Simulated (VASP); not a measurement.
# Fe (Fmmm) in VASP: single point with PBE

Aim: the single point of Fe with PBE.

Everything below comes from runs of VASP 6.6.1. Logs are shortened: lines on timing, memory, paths and dates and some standing lists are left out, and cuts for length are marked.

## (1) The cell of the first run

The structure is orthorhombic, space group Fmmm (No. 69). Conventional cell: a = 3.400 Å, b = 3.452 Å, c = 3.710 Å, α = 90.00°, β = 90.00°, γ = 90.00°. Fe (site symmetry mmm) has 12 Fe at 2.42 to 2.53 Å within 3.2 Å.

## (2) Single point, PBE, collinear spin, antiferromagnetic start

File INCAR:

```
SYSTEM = Fe
PREC = Accurate
ENCUT = 600
EDIFF = 1E-6
ISMEAR = -1
SIGMA = 0.05
LREAL = .False.
LASPH = .True.
NELM = 200
ALGO = Normal
ISIF = 2
LWAVE = .False.
LCHARG = .True.
ISPIN = 2
MAGMOM = -3 3
LORBIT = 11
LMAXMIX = 4
GGA = PE
LELF = .True.
LVHAR = .True.
NBANDS = 27
GGA_COMPAT = .False.
```

File KPOINTS:

```
regular mesh
0
Gamma
  10 10 7
  0 0 0
```

File POSCAR:

```
Fe
1.0
    1.7000753688     -1.7262356591      0.0000000000
    1.7000753688      1.7262356591      0.0000000000
    0.0000000000      0.0000000000      3.7097032485
Fe
2
Direct
    0.5000000000      0.5000000000      0.5000000000
    0.0000000000      0.0000000000      0.0000000000
```

Potentials or basis: VASP PAW PBE potentials, release 64 (Fe_sv).

Started as:

```console
$ cat potpaw_PBE.64/Fe_sv/POTCAR > POTCAR
$ mpirun -np 1 vasp_std > vasp.out
```

OUTCAR:

```text
SYSTEM = Fe
   PREC = Accurate
   ENCUT = 600
   EDIFF = 1E-6
   ISMEAR = -1
   LREAL = .False.
   LASPH = .True.
   NELM = 200
   ISIF = 2
   ISPIN = 2
   LORBIT = 11
   GGA = PE

 ion  position               nearest neighbor table
   1  0.500  0.500  0.500-   2 2.52   2 2.52   2 2.52   2 2.52   2 2.53   2 2.53   2 2.53   2 2.53

   2  0.000  0.000  0.000-   1 2.52   1 2.52   1 2.52   1 2.52   1 2.53   1 2.53   1 2.53   1 2.53

  LATTYP: Found a base centered orthorhombic cell.
 ALAT       =     3.4001507376
 B/A-ratio  =     1.0153877239
 C/A-ratio  =     1.0910408199

  Lattice vectors:

 A1 = (   1.7000753688,  -1.7262356591,   0.0000000000)
 A2 = (   1.7000753688,   1.7262356591,   0.0000000000)
 A3 = (   0.0000000000,   0.0000000000,   3.7097032485)

Analysis of symmetry for initial positions (statically):
=====================================================================
 Subroutine PRICEL returns following result:

  LATTYP: Found a face centered orthorhombic cell.
 ALAT       =     3.4001507376
 B/A-ratio  =     1.0153877239
 C/A-ratio  =     1.0910408199

  Lattice vectors:

 A1 = (   0.0000000000,  -1.7262356591,  -1.8548516242)
 A2 = (   1.7000753688,   0.0000000000,  -1.8548516242)
 A3 = (   1.7000753688,  -1.7262356591,   0.0000000000)

   2 primitive cells build up your supercell.

 Routine SETGRP: Setting up the symmetry group for a
 base centered orthorhombic supercell.

 Subroutine GETGRP returns: Found  8 space group operations
 (whereof  8 operations were pure point group operations)
 out of a pool of  8 trial point group operations.

The static configuration has the point symmetry D_2h.

Analysis of symmetry for dynamics (positions and initial velocities):
=====================================================================
 Subroutine PRICEL returns following result:

  LATTYP: Found a face centered orthorhombic cell.
 ALAT       =     3.4001507376
 B/A-ratio  =     1.0153877239
 C/A-ratio  =     1.0910408199

  Lattice vectors:

 A1 = (   0.0000000000,  -1.7262356591,  -1.8548516242)
 A2 = (   1.7000753688,   0.0000000000,  -1.8548516242)
 A3 = (   1.7000753688,  -1.7262356591,   0.0000000000)

   2 primitive cells build up your supercell.

 Routine SETGRP: Setting up the symmetry group for a
 base centered orthorhombic supercell.

 Subroutine GETGRP returns: Found  8 space group operations
 (whereof  8 operations were pure point group operations)
 out of a pool of  8 trial point group operations.

The dynamic configuration has the point symmetry D_2h.

Analysis of structural, dynamic, and magnetic symmetry:
=====================================================================
 Subroutine PRICEL returns following result:

  LATTYP: Found a face centered orthorhombic cell.
 ALAT       =     3.4001507376
 B/A-ratio  =     1.0153877239
 C/A-ratio  =     1.0910408199

  Lattice vectors:

 A1 = (   0.0000000000,  -1.7262356591,  -1.8548516242)
 A2 = (   1.7000753688,   0.0000000000,  -1.8548516242)
 A3 = (   1.7000753688,  -1.7262356591,   0.0000000000)

   2 primitive cells build up your supercell.

 Routine SETGRP: Setting up the symmetry group for a
 base centered orthorhombic supercell.

 Subroutine GETGRP returns: Found  8 space group operations
 (whereof  8 operations were pure point group operations)
 out of a pool of  8 trial point group operations.

The overall configuration has the point symmetry D_2h.

 Subroutine INISYM returns: Found  8 space group operations
 (whereof  8 operations are pure point group operations),
 and found     2 'primitive' translations

----------------------------------------------------------------------------------------

                                     Primitive cell

  volume of cell :      10.8870

  direct lattice vectors                    reciprocal lattice vectors
     0.000000000 -1.726235659 -1.854851624    -0.294104608 -0.289647591 -0.269563341
     1.700075369  0.000000000 -1.854851624     0.294104608  0.289647591 -0.269563341
     1.700075369 -1.726235659  0.000000000     0.294104608 -0.289647591  0.269563341

  length of vectors
     2.533843740  2.516094356  2.422838379     0.493008765  0.493008765  0.493008765

  position of ions in fractional coordinates (direct lattice)
     0.000000000  0.000000000  0.000000000

  ion indices of the primitive-cell ions
   primitive index   ion index
                 1           1

----------------------------------------------------------------------------------------

 KPOINTS: regular mesh

Automatic generation of k-mesh.
 Grid dimensions read from file:
 generate k-points for:   10   10    7

 Generating k-lattice:

  Cartesian coordinates                     Fractional coordinates (reciprocal lattice)
     0.029410461 -0.028964759  0.000000000     0.100000000  0.000000000  0.000000000
     0.029410461  0.028964759  0.000000000     0.000000000  0.100000000  0.000000000
     0.000000000  0.000000000  0.038509049     0.000000000  0.000000000  0.142857143

  Length of vectors
     0.041278717  0.041278717  0.038509049

  Shift w.r.t. Gamma in fractional coordinates (k-lattice)
     0.000000000  0.000000000  0.000000000

 Subroutine IBZKPT returns following result:
 ===========================================

 Found    124 irreducible k-points:

 Following reciprocal coordinates:
            Coordinates               Weight
  0.000000  0.000000  0.000000      1.000000
  0.100000  0.000000  0.000000      4.000000
  0.200000  0.000000  0.000000      4.000000
  0.300000  0.000000  0.000000      4.000000
  0.400000  0.000000  0.000000      4.000000
  0.500000  0.000000  0.000000      2.000000
[... 16 lines left out ...]
  0.300000  0.300000  0.000000      2.000000
  0.400000  0.300000  0.000000      4.000000
 [... further k-points ...]
   k-points           NKPTS =    124   k-points in BZ     NKDIM =    124   number of bands    NBANDS=     27
   number of dos      NEDOS =    301   number of ions     NIONS =      2
   total plane-waves  NPLWV =  12000
   dimension x,y,z NGX =    20 NGY =   20 NGZ =   30
   dimension x,y,z NGXF=    40 NGYF=   40 NGZF=   60
   ions per type =               2
   NGX,Y,Z   is equivalent  to a cutoff of  13.72, 13.72, 13.44 a.u.
   NGXF,Y,Z  is equivalent  to a cutoff of  27.45, 27.45, 26.89 a.u.
 SYSTEM =  Fe
   PREC   = accura    normal or accurate (medium, high low for compatibility)
   ISTART =      0    job   : 0-new  1-cont  2-samecut
   ICHARG =      2    charge: 1-file 2-atom 10-const
   ISPIN  =      2    spin polarized calculation?
   LNONCOLLINEAR =      F non collinear calculations
   LSORBIT =      F    spin-orbit coupling
   LASPH  =      T    aspherical Exc in radial PAW
   ENCUT  =  600.0 eV  44.10 Ry    6.64 a.u.   4.84  4.84  7.41*2*pi/ulx,y,z
   NELM   =    200;   NELMIN=  2; NELMDL= -5     # of ELM steps
   EDIFF  = 0.1E-05   stopping-criterion for ELM
   LREAL  =      F    real-space projection
   EDIFFG = 0.1E-04   stopping-criterion for IOM
   NSW    =      0    number of steps for IOM
   IBRION =     -1    ionic relax: 0-MD 1-quasi-New 2-CG
   NFREE  =      0    steps in history (QN), initial steepest desc. (CG)
   ISIF   =      2    stress and relaxation
   ISYM   =      2    0-nonsym 1-usesym 2-fastsym
   POTIM  = 0.5000    time-step for ionic-motion
   TEBEG  =    0.0;   TEEND  =   0.0 temperature during run
   PSTRESS=    0.0 pullay stress
   NELECT =      32.0000    total number of electrons
   NUPDOWN=      -1.0000    fix difference up-down
   EMIN   =  10.00;   EMAX   =-10.00  energy-range for DOS
   EFERMI =   0.00;   METHOD = LEGACY
   ISMEAR =    -1;   SIGMA  =   0.05  broadening in eV -4-tet -1-fermi 0-gaus
   EFERMI_NEDOS =   21; number of points for ismear=-14 and -15
   IALGO  =     38    algorithm
   IMIX   =      4    mixing-type and parameters
     AMIX     =   0.40;   BMIX     =  1.00
     AMIX_MAG =   1.60;   BMIX_MAG =  1.00
  volume/ion in A,a.u.               =      10.89        73.47
  Fermi-wavevector in a.u.,A,eV,Ry     =   1.861283  3.517314 47.135662  3.464373
  Thomas-Fermi vector in A             =   2.909110
   LORBIT       =     11    0 simple, 1 ext, 2 COOP (PROOUT), +10 PAW based schemes
   GGA     = PE    functional components
   LHFCALC =     F    Hartree Fock is set to
   AEXX    =    0.0000 exact exchange contribution
   IVDW    =     0    specifies the selected vdW correction
   LEPSILON=     F    determine dielectric tensor
   LRPA    =     F    only Hartree local field effects (RPA)
 spin polarized calculation
  energy-cutoff  :      600.00
  volume of cell :       21.77
 maximum number of plane-waves:       742
   NGX =  9   NGY =  9   NGZ = 15

 number of electron      31.9999952 magnetization      -0.0000000

 number of electron      31.9999952 magnetization       0.0000000

 Free energy of the ion-electron system (eV)
  ---------------------------------------------------
  ext. energy  EPLUGINS =         0.00000000
  ---------------------------------------------------
  free energy    TOTEN  =       -16.54245124 eV

  energy without entropy =      -16.52064132  energy(sigma->0) =      -16.53154628

 E-fermi :  13.0441     XC(G=0): -14.0074

 val. band max:       13.0416228599   @ k =   0.5000   0.3000   0.2857
 cond. band min:      13.0517103737   @ k =  -0.3000   0.2000   0.4286
 fundamental gap:      0.0100875139
 Fermi energy:        13.0440840026

 spin component 1

 k-point     1 :       0.0000    0.0000    0.0000
  band No.  band energies     occupation
      1     -75.1251      1.00000
      2     -73.3045      1.00000
      3     -41.1788      1.00000
      4     -40.9889      1.00000
      5     -40.9728      1.00000
      6     -39.3527      1.00000
[... 19 lines left out ...]
     26      38.8128      0.00000
     27      38.8992      0.00000

 k-point     2 :       0.1000    0.0000    0.0000
  band No.  band energies     occupation
      1     -75.1211      1.00000
      2     -73.3006      1.00000
      3     -41.1736      1.00000
      4     -41.0144      1.00000
      5     -40.9766      1.00000
      6     -39.3523      1.00000
[... 652 lines left out ...]
 k-point    24 :       0.4000    0.3000    0.0000
  band No.  band energies     occupation
      1     -75.0610      1.00000
      2     -73.2396      1.00000
      3     -41.2539      1.00000
      4     -41.1657      1.00000
      5     -41.1009      1.00000
      6     -39.4768      1.00000
[... 19 lines left out ...]
     26      30.0528      0.00000
     27      33.8938      0.00000

 [... further k-points ...]

 spin component 2

 k-point     1 :       0.0000    0.0000    0.0000
  band No.  band energies     occupation
      1     -75.1251      1.00000
      2     -73.3045      1.00000
      3     -41.1788      1.00000
      4     -40.9889      1.00000
      5     -40.9728      1.00000
      6     -39.3527      1.00000
[... 19 lines left out ...]
     26      38.8128      0.00000
     27      38.8992      0.00000

 k-point     2 :       0.1000    0.0000    0.0000
  band No.  band energies     occupation
      1     -75.1211      1.00000
      2     -73.3006      1.00000
      3     -41.1736      1.00000
      4     -41.0144      1.00000
      5     -40.9766      1.00000
      6     -39.3523      1.00000
[... 652 lines left out ...]
 k-point    24 :       0.4000    0.3000    0.0000
  band No.  band energies     occupation
      1     -75.0610      1.00000
      2     -73.2396      1.00000
      3     -41.2539      1.00000
      4     -41.1657      1.00000
      5     -41.1009      1.00000
      6     -39.4768      1.00000
[... 19 lines left out ...]
     26      30.0528      0.00000
     27      33.8938      0.00000

 [... further k-points ...]

------------------------ aborting loop because EDIFF is reached ----------------------------------------

  FORCE on cell =-STRESS in cart. coord.  units (eV):
  Direction    XX          YY          ZZ          XY          YZ          ZX
  --------------------------------------------------------------------------------------
  -------------------------------------------------------------------------------------
  Total       -0.5601286     -0.6818039     -0.8229598     -0.0000000      0.0000000      0.0000000
  in kB      -41.2155352    -50.1686765    -60.5552437     -0.0000000      0.0000000      0.0000000
  external PRESSURE =     -50.6464851 kB  Pullay stress =       0.0000000 kB

 VOLUME and BASIS-vectors are now :
 -----------------------------------------------------------------------------
  energy-cutoff  :      600.00
  volume of cell :       21.77
      direct lattice vectors                 reciprocal lattice vectors
     1.700075369 -1.726235659  0.000000000     0.294104608 -0.289647591  0.000000000
     1.700075369  1.726235659  0.000000000     0.294104608  0.289647591  0.000000000
     0.000000000  0.000000000  3.709703248     0.000000000  0.000000000  0.269563341

 POSITION                                       TOTAL-FORCE (eV/Angst)
 -----------------------------------------------------------------------------------
      1.70008      0.00000      1.85485        -0.000000      0.000000     -0.000000
      0.00000      0.00000      0.00000         0.000000     -0.000000      0.000000
 -----------------------------------------------------------------------------------
    total drift:                                0.000000      0.000000      0.000000

  FREE ENERGIE OF THE ION-ELECTRON SYSTEM (eV)
  ---------------------------------------------------
  free  energy   TOTEN  =       -16.5424512415 eV

  energy  without entropy=      -16.5206413190  energy(sigma->0) =      -16.53154628

 total charge

# of ion       s       p       d       tot
------------------------------------------
    1        2.197   6.047   5.505  13.749
    2        2.197   6.047   5.505  13.749
--------------------------------------------------
tot          4.395  12.094  11.010  27.499

 magnetization (x)

# of ion       s       p       d       tot
------------------------------------------
    1       -0.011  -0.012  -1.514  -1.538
    2        0.011   0.012   1.514   1.538
--------------------------------------------------
tot          0.000   0.000   0.000   0.000
```

Wall time 54 s (1 thread of Intel Xeon 6975P-C (Granite Rapids), shared host); peak memory 0.22 GiB.

What came out:

| Quantity | Value |
| --- | --- |
| Free energy | -16.5425 eV |
| Pressure | -5.1 GPa |
| Band gap on the k mesh | zero (filled and empty bands overlap) |
| Net moment | 0.00 μB per cell |
| Site moments | Fe -1.54, +1.54 μB |
| Valence electrons inside the program's atomic spheres | Fe 13.75 |

Caveat: the cell stands under tension.
